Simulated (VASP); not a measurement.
# Be5Ag3 (P4/mmm) in VASP: single point with PBE

Aim: the single point of Be5Ag3 with PBE.

Program: VASP 6.6.1. These are calculated values, not measurements. Logs are shortened: lines on timing, memory, paths and dates and some standing lists are left out, and cuts for length are marked.

## (1) The cell of the first run

It takes space group P4/mmm (No. 123, tetragonal). Conventional cell: a = 3.625 Å, b = 3.625 Å, c = 7.748 Å, α = 90.00°, β = 90.00°, γ = 90.00°. Within 3.4 Å of Be (site symmetry 2mm) lie 6 Be at 2.56 to 2.66 Å and 6 Ag at 2.65 to 2.66 Å. Be (site symmetry 4/mmm) has 4 Ag at 2.56 Å and 8 Be at 2.66 Å within 3.4 Å. Ag (site symmetry 4/mmm) has 4 Ag at 2.56 Å and 8 Be at 2.65 Å within 3.4 Å. Within 3.4 Å of Ag (site symmetry 4/mmm) lie 12 Be at 2.56 to 2.66 Å. Ag (site symmetry 4/mmm) has 4 Ag at 2.56 Å and 8 Be at 2.65 Å within 3.4 Å.

The cell was generated, and may not be a known phase.

## (2) Single point, PBE

Contents of INCAR:

```
ALGO = Normal ; EDIFF = 1E-6
ENCUT = 600 ; GGA = PE
GGA_COMPAT = False ; ISIF = 2
ISMEAR = 0 ; LASPH = True
LCHARG = False ; LREAL = False
LWAVE = False ; NBANDS = 32
NELM = 120 ; PREC = Accurate
SIGMA = 0.1
```

Contents of KPOINTS:

```
k-points
0
Gamma
  6 6 2
```

Contents of POSCAR:

```
Be5Ag3
1.0
    3.6250720800      0.0000000000      0.0000000000
    0.0000000000      3.6250720800      0.0000000000
    0.0000000000      0.0000000000      7.7482590100
Be Ag
5 3
Direct
    0.0000000000      0.5000000000      0.2504879800
    0.0000000000      0.5000000000      0.7495120200
    0.5000000000      0.0000000000      0.2504879800
    0.5000000000      0.0000000000      0.7495120200
    0.0000000000      0.0000000000      0.0000000000
    0.0000000000      0.0000000000      0.5000000000
    0.5000000000      0.5000000000      0.0000000000
    0.5000000000      0.5000000000      0.5000000000
```

Potentials or basis: VASP PAW PBE potentials, release 64 (Be, Ag).

Command:

```sh
$ cat potpaw_PBE.64/Be/POTCAR potpaw_PBE.64/Ag/POTCAR > POTCAR
$ mpirun -np 1 vasp_std > vasp.out
```

OUTCAR:

```text
EDIFF = 1E-6
   ENCUT = 600
   GGA = PE
   ISIF = 2
   ISMEAR = 0
   LASPH = True
   LREAL = False
   NELM = 120
   PREC = Accurate

 ion  position               nearest neighbor table
   1  0.000  0.500  0.250-   6 2.65   8 2.65   6 2.65   8 2.65   7 2.66   7 2.66
   2  0.000  0.500  0.750-   6 2.65   8 2.65   6 2.65   8 2.65   7 2.66   7 2.66
   3  0.500  0.000  0.250-   6 2.65   8 2.65   8 2.65   6 2.65   7 2.66   7 2.66
   4  0.500  0.000  0.750-   6 2.65   8 2.65   8 2.65   6 2.65   7 2.66   7 2.66
   5  0.000  0.000  0.000-   7 2.56   7 2.56   7 2.56   7 2.56
   6  0.000  0.000  0.500-   8 2.56   8 2.56   8 2.56   8 2.56   1 2.65   1 2.65   2 2.65   2 2.65
                             3 2.65   4 2.65   3 2.65   4 2.65
   7  0.500  0.500  0.000-   5 2.56   5 2.56   5 2.56   5 2.56   1 2.66   3 2.66   4 2.66   2 2.66
                             1 2.66   2 2.66   3 2.66   4 2.66
   8  0.500  0.500  0.500-   6 2.56   6 2.56   6 2.56   6 2.56   1 2.65   3 2.65   4 2.65   2 2.65
                             1 2.65   2 2.65   3 2.65   4 2.65

  LATTYP: Found a simple tetragonal cell.
 ALAT       =     3.6250720800
 C/A-ratio  =     2.1374082609

  Lattice vectors:

 A1 = (   3.6250720800,   0.0000000000,   0.0000000000)
 A2 = (   0.0000000000,   3.6250720800,   0.0000000000)
 A3 = (   0.0000000000,   0.0000000000,   7.7482590100)

Analysis of symmetry for initial positions (statically):
=====================================================================
 Subroutine PRICEL returns:
 Original cell was already a primitive cell.

 Routine SETGRP: Setting up the symmetry group for a
 simple tetragonal supercell.

 Subroutine GETGRP returns: Found 16 space group operations
 (whereof 16 operations were pure point group operations)
 out of a pool of 16 trial point group operations.

The static configuration has the point symmetry D_4h.

Analysis of symmetry for dynamics (positions and initial velocities):
=====================================================================
 Subroutine PRICEL returns:
 Original cell was already a primitive cell.

 Routine SETGRP: Setting up the symmetry group for a
 simple tetragonal supercell.

 Subroutine GETGRP returns: Found 16 space group operations
 (whereof 16 operations were pure point group operations)
 out of a pool of 16 trial point group operations.

The dynamic configuration has the point symmetry D_4h.

 Subroutine INISYM returns: Found 16 space group operations
 (whereof 16 operations are pure point group operations),
 and found     1 'primitive' translations

----------------------------------------------------------------------------------------

                                     Primitive cell

  volume of cell :     101.8210

  direct lattice vectors                    reciprocal lattice vectors
     3.625072080  0.000000000  0.000000000     0.275856584  0.000000000  0.000000000
     0.000000000  3.625072080  0.000000000     0.000000000  0.275856584  0.000000000
     0.000000000  0.000000000  7.748259010     0.000000000  0.000000000  0.129061251

  length of vectors
     3.625072080  3.625072080  7.748259010     0.275856584  0.275856584  0.129061251

  position of ions in fractional coordinates (direct lattice)
     0.000000000  0.500000000  0.250487980
     0.000000000  0.500000000  0.749512020
     0.500000000  0.000000000  0.250487980
     0.500000000  0.000000000  0.749512020
     0.000000000  0.000000000  0.000000000
     0.000000000  0.000000000  0.500000000
     0.500000000  0.500000000  0.000000000
     0.500000000  0.500000000  0.500000000

  ion indices of the primitive-cell ions
   primitive index   ion index
                 1           1
                 2           2
                 3           3
                 4           4
                 5           5
                 6           6
                 7           7
                 8           8

----------------------------------------------------------------------------------------

 KPOINTS: k-points

Automatic generation of k-mesh.
 Grid dimensions read from file:
 generate k-points for:    6    6    2

 Generating k-lattice:

  Cartesian coordinates                     Fractional coordinates (reciprocal lattice)
     0.045976097  0.000000000  0.000000000     0.166666667  0.000000000  0.000000000
     0.000000000  0.045976097  0.000000000     0.000000000  0.166666667  0.000000000
     0.000000000  0.000000000  0.064530625     0.000000000  0.000000000  0.500000000

  Length of vectors
     0.045976097  0.045976097  0.064530625

  Shift w.r.t. Gamma in fractional coordinates (k-lattice)
     0.000000000  0.000000000  0.000000000

 Subroutine IBZKPT returns following result:
 ===========================================

 Found     20 irreducible k-points:

 Following reciprocal coordinates:
            Coordinates               Weight
  0.000000  0.000000  0.000000      1.000000
  0.166667  0.000000  0.000000      4.000000
  0.333333  0.000000  0.000000      4.000000
  0.500000  0.000000  0.000000      2.000000
  0.166667  0.166667  0.000000      4.000000
  0.333333  0.166667  0.000000      8.000000
[... 12 lines left out ...]
  0.500000  0.333333  0.500000      4.000000
  0.500000  0.500000  0.500000      1.000000
   k-points           NKPTS =     20   k-points in BZ     NKDIM =     20   number of bands    NBANDS=     32
   number of dos      NEDOS =    301   number of ions     NIONS =      8
   total plane-waves  NPLWV =  57600
   dimension x,y,z NGX =    30 NGY =   30 NGZ =   64
   dimension x,y,z NGXF=    60 NGYF=   60 NGZF=  128
   ions per type =               5   3
   NGX,Y,Z   is equivalent  to a cutoff of  13.76, 13.76, 13.73 a.u.
   NGXF,Y,Z  is equivalent  to a cutoff of  27.52, 27.52, 27.46 a.u.
 SYSTEM =  unknown system
   PREC   = accura    normal or accurate (medium, high low for compatibility)
   ISTART =      0    job   : 0-new  1-cont  2-samecut
   ICHARG =      2    charge: 1-file 2-atom 10-const
   ISPIN  =      1    spin polarized calculation?
   LNONCOLLINEAR =      F non collinear calculations
   LSORBIT =      F    spin-orbit coupling
   LASPH  =      T    aspherical Exc in radial PAW
   ENCUT  =  600.0 eV  44.10 Ry    6.64 a.u.   7.24  7.24 15.48*2*pi/ulx,y,z
   NELM   =    120;   NELMIN=  2; NELMDL= -5     # of ELM steps
   EDIFF  = 0.1E-05   stopping-criterion for ELM
   LREAL  =      F    real-space projection
   EDIFFG = 0.1E-04   stopping-criterion for IOM
   NSW    =      0    number of steps for IOM
   IBRION =     -1    ionic relax: 0-MD 1-quasi-New 2-CG
   NFREE  =      0    steps in history (QN), initial steepest desc. (CG)
   ISIF   =      2    stress and relaxation
   ISYM   =      2    0-nonsym 1-usesym 2-fastsym
   POTIM  = 0.5000    time-step for ionic-motion
   TEBEG  =    0.0;   TEEND  =   0.0 temperature during run
   PSTRESS=    0.0 pullay stress
   NELECT =      43.0000    total number of electrons
   NUPDOWN=      -1.0000    fix difference up-down
   EMIN   =  10.00;   EMAX   =-10.00  energy-range for DOS
   EFERMI =   0.00;   METHOD = LEGACY
   ISMEAR =     0;   SIGMA  =   0.10  broadening in eV -4-tet -1-fermi 0-gaus
   EFERMI_NEDOS =   21; number of points for ismear=-14 and -15
   IALGO  =     38    algorithm
   IMIX   =      4    mixing-type and parameters
     AMIX     =   0.40;   BMIX     =  1.00
     AMIX_MAG =   1.60;   BMIX_MAG =  1.00
  volume/ion in A,a.u.               =      12.73        85.89
  Fermi-wavevector in a.u.,A,eV,Ry     =   1.228245  2.321047 20.525572  1.508587
  Thomas-Fermi vector in A             =   2.363178
   LORBIT       =      0    0 simple, 1 ext, 2 COOP (PROOUT), +10 PAW based schemes
   GGA     = PE    functional components
   LHFCALC =     F    Hartree Fock is set to
   AEXX    =    0.0000 exact exchange contribution
   IVDW    =     0    specifies the selected vdW correction
   LEPSILON=     F    determine dielectric tensor
   LRPA    =     F    only Hartree local field effects (RPA)
 non-spin polarized calculation
 Gauss-broadening in eV      SIGMA  =   0.10
  energy-cutoff  :      600.00
  volume of cell :      101.82
 maximum number of plane-waves:      3428
 NGX is ok and might be reduce to    30
   NGX = 15   NGY = 15   NGZ = 31

 number of electron      42.9999995 magnetization

 Free energy of the ion-electron system (eV)
  ---------------------------------------------------
  ext. energy  EPLUGINS =         0.00000000
  ---------------------------------------------------
  free energy    TOTEN  =       -24.28709977 eV

  energy without entropy =      -24.27577951  energy(sigma->0) =      -24.28143964

 E-fermi :   7.0217     XC(G=0): -11.0461

 val. band max:        7.0213343372   @ k =   0.5000   0.0000   0.5000
 cond. band min:       7.0967807218   @ k =   0.3333   0.1667   0.0000
 fundamental gap:      0.0754463846
 Fermi energy:         7.0216705474

 k-point     1 :       0.0000    0.0000    0.0000
  band No.  band energies     occupation
      1      -2.1448      2.00000
      2      -0.6192      2.00000
      3      -0.6000      2.00000
      4      -0.3112      2.00000
      5       0.3988      2.00000
      6       0.7440      2.00000
[... 24 lines left out ...]
     31      13.2353      0.00000
     32      13.4724      0.00000

 k-point     2 :       0.1667    0.0000    0.0000
  band No.  band energies     occupation
      1      -1.8354      2.00000
      2      -0.3632      2.00000
      3      -0.2975      2.00000
      4      -0.0970      2.00000
      5       0.3728      2.00000
      6       0.7704      2.00000
[... 24 lines left out ...]
     31      13.9460      0.00000
     32      14.0786      0.00000
[... 593 lines left out ...]
     31      12.9943      0.00000
     32      15.5646      0.00000

 k-point    20 :       0.5000    0.5000    0.5000
  band No.  band energies     occupation
      1      -0.0163      2.00000
      2      -0.0163      2.00000
      3       0.2341      2.00000
      4       0.2544      2.00000
      5       0.5091      2.00000
      6       1.1862      2.00000
[... 24 lines left out ...]
     31      11.5067      0.00000
     32      16.0455      0.00000

------------------------ aborting loop because EDIFF is reached ----------------------------------------

  FORCE on cell =-STRESS in cart. coord.  units (eV):
  Direction    XX          YY          ZZ          XY          YZ          ZX
  --------------------------------------------------------------------------------------
  -------------------------------------------------------------------------------------
  Total        0.1662348      0.1662348     -6.4495649      0.0000000      0.0000000     -0.0000000
  in kB        2.6157439      2.6157439   -101.4854021      0.0000000      0.0000000     -0.0000000
  external PRESSURE =     -32.0846381 kB  Pullay stress =       0.0000000 kB

 VOLUME and BASIS-vectors are now :
 -----------------------------------------------------------------------------
  energy-cutoff  :      600.00
  volume of cell :      101.82
      direct lattice vectors                 reciprocal lattice vectors
     3.625072080  0.000000000  0.000000000     0.275856584  0.000000000  0.000000000
     0.000000000  3.625072080  0.000000000     0.000000000  0.275856584  0.000000000
     0.000000000  0.000000000  7.748259010     0.000000000  0.000000000  0.129061251

 POSITION                                       TOTAL-FORCE (eV/Angst)
 -----------------------------------------------------------------------------------
      0.00000      1.81254      1.94085        -0.000000     -0.000000     -0.427442
      0.00000      1.81254      5.80741        -0.000000      0.000000      0.427442
      1.81254      0.00000      1.94085         0.000000      0.000000     -0.427442
      1.81254      0.00000      5.80741        -0.000000      0.000000      0.427442
      0.00000      0.00000      0.00000        -0.000000      0.000000     -0.000000
      0.00000      0.00000      3.87413        -0.000000      0.000000     -0.000000
      1.81254      1.81254      0.00000        -0.000000      0.000000     -0.000000
      1.81254      1.81254      3.87413        -0.000000      0.000000     -0.000000
 -----------------------------------------------------------------------------------
    total drift:                                0.000000      0.000000      0.000000

  FREE ENERGIE OF THE ION-ELECTRON SYSTEM (eV)
  ---------------------------------------------------
  free  energy   TOTEN  =       -24.2870997677 eV

  energy  without entropy=      -24.2757795138  energy(sigma->0) =      -24.28143964
```

Run time: 27 s. Hardware: 1 thread of AMD EPYC 9R45 (Zen 5), shared host; peak memory 0.22 GiB.

What came out:

* Free energy: -24.2871 eV
* Pressure: -3.2 GPa
* Largest force: 0.427 eV/Å
* Band gap on the k mesh: zero (an odd number of electrons rules out a gap without spin polarisation)

Forces on the atoms (eV/Å):
```
Be   0.000  0.000 -0.427
Be   0.000  0.000  0.427
Be   0.000  0.000 -0.427
Be   0.000  0.000  0.427
Be   0.000  0.000  0.000
Ag   0.000  0.000  0.000
Ag   0.000  0.000  0.000
Ag   0.000  0.000  0.000
```

Caveat: the k points lie up to 0.41 Å⁻¹ apart, too coarse for converged energies and pressures of a metal.

The gap in the log of VASP goes by the Fermi energy; the results here count the filled bands.